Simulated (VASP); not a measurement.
# TiAl (Pm-3m) in VASP: a series of runs, part 2 of 4

VASP 6.6.1. The steps go on from the part before.

## 3. Single point, r2SCAN

This run uses another cell than the first one, of 12.82 Å³/atom, 1.072 times its volume.

Input file POSCAR:

```
TiAl
1.0
    2.9488264707      0.0000000000      0.0000000000
    0.0000000000      2.9488264707      0.0000000000
    0.0000000000      0.0000000000      2.9488264707
Ti Al
1 1
Direct
    0.5000000000      0.5000000000      0.5000000000
    0.0000000000      0.0000000000      0.0000000000
```

Input file INCAR.step1:

```
PREC     = Accurate       # precision mode
ENCUT    = 520            # plane-wave cutoff, eV
ISMEAR   = -1             # smearing method
SIGMA    = 0.1            # smearing width, eV
LREAL    = False          # projectors in reciprocal space
LASPH    = True           # aspherical terms in the spheres
NELM     = 80             # most SCF steps
NBANDS   = 14             # bands
GGA      = PE             # functional
ALGO     = Normal         # electronic algorithm
EDIFF    = 1E-4           # SCF threshold, eV
LWAVE    = True           # write WAVECAR
LCHARG   = False          # write CHGCAR
```

Input file INCAR.step2:

```
PREC     = Accurate       # precision mode
ENCUT    = 520            # plane-wave cutoff, eV
EDIFF    = 1E-6           # SCF threshold, eV
ISMEAR   = -1             # smearing method
SIGMA    = 0.1            # smearing width, eV
LREAL    = False          # projectors in reciprocal space
LASPH    = True           # aspherical terms in the spheres
NELM     = 80             # most SCF steps
ALGO     = Normal         # electronic algorithm
ISIF     = 2              # what is computed and relaxed
LWAVE    = False          # write WAVECAR
LCHARG   = False          # write CHGCAR
METAGGA  = R2SCAN         # meta-GGA
LMIXTAU  = True         
NBANDS   = 14             # bands
ISTART   = 1
```

Input file KPOINTS:

```
Automatic mesh
0
Gamma
  6 6 6
```

Potentials or basis: VASP PAW PBE potentials, release 64 (Ti_sv, Al).

Launch:

```sh
$ cat potpaw_PBE.64/Ti_sv/POTCAR potpaw_PBE.64/Al/POTCAR > POTCAR
$ cp INCAR.step1 INCAR
$ mpirun -np 1 vasp_std > vasp.out
$ cp INCAR.step2 INCAR
$ mpirun -np 1 vasp_std > vasp.out
```

OUTCAR:

```text
PREC = Accurate
   ENCUT = 520
   EDIFF = 1E-6
   ISMEAR = -1
   LREAL = False
   LASPH = True
   NELM = 80
   ISIF = 2
   METAGGA = R2SCAN
   ISTART = 1

 ion  position               nearest neighbor table
   1  0.500  0.500  0.500-   2 2.55   2 2.55   2 2.55   2 2.55   2 2.55   2 2.55   2 2.55   2 2.55

   2  0.000  0.000  0.000-   1 2.55   1 2.55   1 2.55   1 2.55   1 2.55   1 2.55   1 2.55   1 2.55

  LATTYP: Found a simple cubic cell.
 ALAT       =     2.9488264707

  Lattice vectors:

 A1 = (   2.9488264707,   0.0000000000,   0.0000000000)
 A2 = (   0.0000000000,   2.9488264707,   0.0000000000)
 A3 = (   0.0000000000,   0.0000000000,   2.9488264707)

Analysis of symmetry for initial positions (statically):
=====================================================================
 Subroutine PRICEL returns:
 Original cell was already a primitive cell.

 Routine SETGRP: Setting up the symmetry group for a
 simple cubic supercell.

 Subroutine GETGRP returns: Found 48 space group operations
 (whereof 48 operations were pure point group operations)
 out of a pool of 48 trial point group operations.

The static configuration has the point symmetry O_h .

Analysis of symmetry for dynamics (positions and initial velocities):
=====================================================================
 Subroutine PRICEL returns:
 Original cell was already a primitive cell.

 Routine SETGRP: Setting up the symmetry group for a
 simple cubic supercell.

 Subroutine GETGRP returns: Found 48 space group operations
 (whereof 48 operations were pure point group operations)
 out of a pool of 48 trial point group operations.

The dynamic configuration has the point symmetry O_h .

 Subroutine INISYM returns: Found 48 space group operations
 (whereof 48 operations are pure point group operations),
 and found     1 'primitive' translations

----------------------------------------------------------------------------------------

                                     Primitive cell

  volume of cell :      25.6417

  direct lattice vectors                    reciprocal lattice vectors
     2.948826471  0.000000000  0.000000000     0.339117954  0.000000000  0.000000000
     0.000000000  2.948826471  0.000000000     0.000000000  0.339117954  0.000000000
     0.000000000  0.000000000  2.948826471     0.000000000  0.000000000  0.339117954

  length of vectors
     2.948826471  2.948826471  2.948826471     0.339117954  0.339117954  0.339117954

  position of ions in fractional coordinates (direct lattice)
     0.500000000  0.500000000  0.500000000
     0.000000000  0.000000000  0.000000000

  ion indices of the primitive-cell ions
   primitive index   ion index
                 1           1
                 2           2

----------------------------------------------------------------------------------------

 KPOINTS: Automatic mesh

Automatic generation of k-mesh.
 Grid dimensions read from file:
 generate k-points for:    6    6    6

 Generating k-lattice:

  Cartesian coordinates                     Fractional coordinates (reciprocal lattice)
[... 22 lines left out ...]
  0.333333  0.166667  0.000000     24.000000
[... 12 lines left out ...]
  0.500000  0.500000  0.333333      6.000000
  0.500000  0.500000  0.500000      1.000000
   k-points           NKPTS =     20   k-points in BZ     NKDIM =     20   number of bands    NBANDS=     14
   number of dos      NEDOS =    301   number of ions     NIONS =      2
   total plane-waves  NPLWV =  13824
   dimension x,y,z NGX =    24 NGY =   24 NGZ =   24
   dimension x,y,z NGXF=    48 NGYF=   48 NGZF=   48
   ions per type =               1   1
   NGX,Y,Z   is equivalent  to a cutoff of  13.53, 13.53, 13.53 a.u.
   NGXF,Y,Z  is equivalent  to a cutoff of  27.06, 27.06, 27.06 a.u.
 SYSTEM =  unknown system
   PREC   = accura    normal or accurate (medium, high low for compatibility)
   ISTART =      1    job   : 0-new  1-cont  2-samecut
   ICHARG =      0    charge: 1-file 2-atom 10-const
   ISPIN  =      1    spin polarized calculation?
   LNONCOLLINEAR =      F non collinear calculations
   LSORBIT =      F    spin-orbit coupling
   LASPH  =      T    aspherical Exc in radial PAW
   ENCUT  =  520.0 eV  38.22 Ry    6.18 a.u.   5.48  5.48  5.48*2*pi/ulx,y,z
   NELM   =     80;   NELMIN=  2; NELMDL=  0     # of ELM steps
   EDIFF  = 0.1E-05   stopping-criterion for ELM
   LREAL  =      F    real-space projection
   EDIFFG = 0.1E-04   stopping-criterion for IOM
   NSW    =      0    number of steps for IOM
   IBRION =     -1    ionic relax: 0-MD 1-quasi-New 2-CG
   NFREE  =      0    steps in history (QN), initial steepest desc. (CG)
   ISIF   =      2    stress and relaxation
   ISYM   =      2    0-nonsym 1-usesym 2-fastsym
   POTIM  = 0.5000    time-step for ionic-motion
   TEBEG  =    0.0;   TEEND  =   0.0 temperature during run
   PSTRESS=    0.0 pullay stress
   NELECT =      15.0000    total number of electrons
   NUPDOWN=      -1.0000    fix difference up-down
   EMIN   =  10.00;   EMAX   =-10.00  energy-range for DOS
   EFERMI =   0.00;   METHOD = LEGACY
   ISMEAR =    -1;   SIGMA  =   0.10  broadening in eV -4-tet -1-fermi 0-gaus
   EFERMI_NEDOS =   21; number of points for ismear=-14 and -15
   IALGO  =     38    algorithm
   IMIX   =      4    mixing-type and parameters
     AMIX     =   0.40;   BMIX     =  1.00
     AMIX_MAG =   1.60;   BMIX_MAG =  1.00
  volume/ion in A,a.u.               =      12.82        86.52
  Fermi-wavevector in a.u.,A,eV,Ry     =   1.369166  2.587348 25.505684  1.874615
  Thomas-Fermi vector in A             =   2.495065
   LORBIT       =      0    0 simple, 1 ext, 2 COOP (PROOUT), +10 PAW based schemes
   METAGGA = R2SCAN    functional components
   LHFCALC =     F    Hartree Fock is set to
   AEXX    =    0.0000 exact exchange contribution
   IVDW    =     0    specifies the selected vdW correction
   LEPSILON=     F    determine dielectric tensor
   LRPA    =     F    only Hartree local field effects (RPA)
 non-spin polarized calculation
  energy-cutoff  :      520.00
  volume of cell :       25.64
 maximum number of plane-waves:       739
 NGX is ok and might be reduce to    24
   NGX = 11   NGY = 11   NGZ = 11

 number of electron      14.9999996 magnetization

 Free energy of the ion-electron system (eV)
  ---------------------------------------------------
  ext. energy  EPLUGINS =         0.00000000
  ---------------------------------------------------
  free energy    TOTEN  =       -19.67856788 eV

  energy without entropy =      -19.63309905  energy(sigma->0) =      -19.65583347

 E-fermi :  11.4148     XC(G=0): -12.9872

 val. band max:       11.3209986878   @ k =   0.3333   0.3333   0.1667
 cond. band min:      11.5119539395   @ k =   0.3333   0.1667   0.1667
 fundamental gap:      0.1909552517
 Fermi energy:        11.4147981461

 k-point     1 :       0.0000    0.0000    0.0000
  band No.  band energies     occupation
      1     -47.3432      2.00000
      2     -22.4643      2.00000
      3     -22.4643      2.00000
      4     -22.4643      2.00000
      5       0.5805      2.00000
      6       9.1426      2.00000
      7       9.1426      2.00000
      8      14.0655      0.00000
      9      14.0655      0.00000
     10      14.0656      0.00000
     11      17.3873      0.00000
     12      17.3873      0.00000
     13      17.3873      0.00000
     14      21.9438      0.00000
[... 309 lines left out ...]
      1     -47.2179      2.00000
      2     -22.7558      2.00000
      3     -22.7558      2.00000
      4     -22.7558      2.00000
      5       7.3750      2.00000
      6       7.3750      2.00000
      7       7.3750      2.00000
      8      13.9191      0.00000
      9      15.1245      0.00000
     10      15.1245      0.00000
     11      15.1245      0.00000
     12      15.3345      0.00000
     13      15.3345      0.00000
     14      20.2471      0.00000

------------------------ aborting loop because EDIFF is reached ----------------------------------------

  FORCE on cell =-STRESS in cart. coord.  units (eV):
  Direction    XX          YY          ZZ          XY          YZ          ZX
  --------------------------------------------------------------------------------------
  -------------------------------------------------------------------------------------
  Total        6.4403675      6.4403675      6.4403675     -0.0000000      0.0000000     -0.0000000
  in kB      402.4144638    402.4144638    402.4144638     -0.0000000      0.0000000     -0.0000000
  external PRESSURE =     402.4144638 kB  Pullay stress =       0.0000000 kB

 VOLUME and BASIS-vectors are now :
 -----------------------------------------------------------------------------
  energy-cutoff  :      520.00
  volume of cell :       25.64
      direct lattice vectors                 reciprocal lattice vectors
     2.948826471  0.000000000  0.000000000     0.339117954  0.000000000  0.000000000
     0.000000000  2.948826471  0.000000000     0.000000000  0.339117954  0.000000000
     0.000000000  0.000000000  2.948826471     0.000000000  0.000000000  0.339117954

 POSITION                                       TOTAL-FORCE (eV/Angst)
 -----------------------------------------------------------------------------------
      1.47441      1.47441      1.47441         0.000000      0.000000      0.000000
      0.00000      0.00000      0.00000         0.000000      0.000000      0.000000
 -----------------------------------------------------------------------------------
    total drift:                                0.000000     -0.000000     -0.000000

  FREE ENERGIE OF THE ION-ELECTRON SYSTEM (eV)
  ---------------------------------------------------
  free  energy   TOTEN  =       -19.6785678849 eV

  energy  without entropy=      -19.6330990538  energy(sigma->0) =      -19.65583347
```

Wall time 16 s (1 thread of Intel Xeon 6975P-C (Granite Rapids), shared host); peak memory 0.14 GiB.

What came out:

```
Free energy : -19.6786 eV
Pressure    : 40.2 GPa
```

Levels at points of the mesh, in eV from the Fermi level:
| k point | band 5 | band 6 | band 7 | band 8 | band 9 | band 10 |
| --- | --- | --- | --- | --- | --- | --- |
| (0.00, 0.00, 0.00) | -10.83 | -2.27 | -2.27 | 2.65 | 2.65 | 2.65 |
| (0.50, 0.00, 0.00) | -6.63 | -6.24 | -0.95 | 0.36 | 0.36 | 2.96 |
| (0.50, 0.50, 0.00) | -5.93 | -2.33 | -2.33 | -1.93 | 1.00 | 1.00 |
| (0.50, 0.50, 0.50) | -4.04 | -4.04 | -4.04 | 2.50 | 3.71 | 3.71 |

Caveat: the PAW data sets were made with another functional, which shifts forces and pressure a little.

## 4. Single point, r2SCAN

This run uses another cell than the first one, of 14.02 Å³/atom, 1.172 times its volume.

Input file POSCAR:

```
TiAl
1.0
    3.0377069322      0.0000000000      0.0000000000
    0.0000000000      3.0377069322      0.0000000000
    0.0000000000      0.0000000000      3.0377069322
Ti Al
1 1
Direct
    0.5000000000      0.5000000000      0.5000000000
    0.0000000000      0.0000000000      0.0000000000
```

Input file INCAR.step1:

```
SYSTEM = TiAl
  PREC = Accurate
  ENCUT = 520
  ISMEAR = -1
  SIGMA = 0.1
  LREAL = .False.
  LASPH = .True.
  NELM = 100
  NBANDS = 14
  GGA = PE
  ALGO = Normal
  EDIFF = 1E-4
  LWAVE = .True.
  LCHARG = .False.
```

Input file INCAR.step2:

```
SYSTEM = TiAl
  PREC = Accurate
  ENCUT = 520
  EDIFF = 1E-6
  ISMEAR = -1
  SIGMA = 0.1
  LREAL = .False.
  LASPH = .True.
  NELM = 100
  ALGO = Normal
  ISIF = 2
  LWAVE = .False.
  LCHARG = .False.
  METAGGA = R2SCAN
  LMIXTAU = .True.
  NBANDS = 14
  ISTART = 1
```

Input file KPOINTS:

```
Automatic mesh
0
Gamma
  6 6 6
  0 0 0
```

Potentials or basis: VASP PAW PBE potentials, release 64 (Ti_sv, Al).

Launch:

```sh
$ cat potpaw_PBE.64/Ti_sv/POTCAR potpaw_PBE.64/Al/POTCAR > POTCAR
$ cp INCAR.step1 INCAR
$ mpirun -np 1 vasp_std > vasp.out
$ cp INCAR.step2 INCAR
$ mpirun -np 1 vasp_std > vasp.out
```

OUTCAR:

```text
SYSTEM = TiAl
   PREC = Accurate
   ENCUT = 520
   EDIFF = 1E-6
   ISMEAR = -1
   LREAL = .False.
   LASPH = .True.
   NELM = 100
   ISIF = 2
   METAGGA = R2SCAN
   ISTART = 1

 ion  position               nearest neighbor table
   1  0.500  0.500  0.500-   2 2.63   2 2.63   2 2.63   2 2.63   2 2.63   2 2.63   2 2.63   2 2.63

   2  0.000  0.000  0.000-   1 2.63   1 2.63   1 2.63   1 2.63   1 2.63   1 2.63   1 2.63   1 2.63

  LATTYP: Found a simple cubic cell.
 ALAT       =     3.0377069322

[... 521 lines left out ...]

------------------------ aborting loop because EDIFF is reached ----------------------------------------

  FORCE on cell =-STRESS in cart. coord.  units (eV):
  Direction    XX          YY          ZZ          XY          YZ          ZX
  --------------------------------------------------------------------------------------
  -------------------------------------------------------------------------------------
  Total        3.5222967      3.5222967      3.5222967     -0.0000000     -0.0000000     -0.0000000
  in kB      201.3255528    201.3255528    201.3255528     -0.0000000     -0.0000000     -0.0000000
  external PRESSURE =     201.3255528 kB  Pullay stress =       0.0000000 kB

 VOLUME and BASIS-vectors are now :
 -----------------------------------------------------------------------------
  energy-cutoff  :      520.00
  volume of cell :       28.03
      direct lattice vectors                 reciprocal lattice vectors
     3.037706932  0.000000000  0.000000000     0.329195680  0.000000000  0.000000000
     0.000000000  3.037706932  0.000000000     0.000000000  0.329195680  0.000000000
     0.000000000  0.000000000  3.037706932     0.000000000  0.000000000  0.329195680

 POSITION                                       TOTAL-FORCE (eV/Angst)
 -----------------------------------------------------------------------------------
      1.51885      1.51885      1.51885         0.000000      0.000000      0.000000
      0.00000      0.00000      0.00000         0.000000      0.000000      0.000000
 -----------------------------------------------------------------------------------
    total drift:                                0.000000     -0.000000     -0.000000

  FREE ENERGIE OF THE ION-ELECTRON SYSTEM (eV)
  ---------------------------------------------------
  free  energy   TOTEN  =       -20.1206054313 eV

  energy  without entropy=      -20.0715425506  energy(sigma->0) =      -20.09607399
```

OSZICAR.step1:

```text
N       E                     dE             d eps       ncg     rms          rms(c)
DAV:   1     0.114240521760E+03    0.11424E+03   -0.73020E+03   560   0.111E+03
DAV:   2    -0.357881296657E+01   -0.11782E+03   -0.11357E+03   578   0.331E+02
DAV:   3    -0.128938765078E+02   -0.93151E+01   -0.90876E+01   962   0.763E+01
DAV:   4    -0.133206415116E+02   -0.42677E+00   -0.42623E+00   638   0.131E+01
DAV:   5    -0.133310215847E+02   -0.10380E-01   -0.10379E-01   792   0.202E+00    0.114E+01
DAV:   6    -0.119100491316E+02    0.14210E+01   -0.41073E+00   628   0.291E+01    0.292E+00
DAV:   7    -0.118934567075E+02    0.16592E-01   -0.21811E-01   632   0.622E+00    0.209E+00
DAV:   8    -0.118939079192E+02   -0.45121E-03   -0.46194E-02   762   0.188E+00    0.462E-01
DAV:   9    -0.118933499972E+02    0.55792E-03   -0.42234E-03   656   0.779E-01    0.168E-01
DAV:  10    -0.118934913239E+02   -0.14133E-03   -0.53230E-04   584   0.283E-01    0.350E-02
DAV:  11    -0.118934868477E+02    0.44763E-05   -0.32083E-05   354   0.474E-02
   1 F= -.11893487E+02 E0= -.11862744E+02  d E =-.614865E-01
```

Wall time 12 s (1 thread of Intel Xeon 6975P-C (Granite Rapids), shared host); peak memory 0.14 GiB.

What came out:

| Quantity | Value |
| --- | --- |
| Free energy | -20.1206 eV |
| Pressure | 20.1 GPa |

Caveat: the PAW data sets were made with another functional, which shifts forces and pressure a little.

[end of part 2 of 4]
